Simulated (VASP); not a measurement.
Input of a VASP 6.6.1 run:

Contents of INCAR:

```
PREC = Accurate ; ENCUT = 600
EDIFF = 1E-6 ; ISMEAR = -1
SIGMA = 0.1 ; LREAL = False
LASPH = True ; NELM = 120
ALGO = Normal ; ISIF = 2
LWAVE = False ; LCHARG = False
GGA = PE ; NBANDS = 16
GGA_COMPAT = False
```

Contents of KPOINTS:

```
regular mesh
0
Gamma
  7 7 7
```

File POSCAR:

```
CdO
1.0
    0.0000000000      2.2684173091      2.2684173091
    2.2684173091      0.0000000000      2.2684173091
    2.2684173091      2.2684173091      0.0000000000
Cd O
1 1
Direct
    0.0000000000      0.0000000000      0.0000000000
    0.5000000000      0.5000000000      0.5000000000
```

Potentials or basis: VASP PAW PBE potentials, release 64 (Cd, O).

Launch:

```console
$ cat potpaw_PBE.64/Cd/POTCAR potpaw_PBE.64/O/POTCAR > POTCAR
$ mpirun -np 1 vasp_std > vasp.out
```

What does it give for the pressure?

29.0 GPa.

What does it give for the band gap on the k mesh?

Zero (band 9 reaches 3.04 eV, above the bottom of band 10 at 2.91 eV).
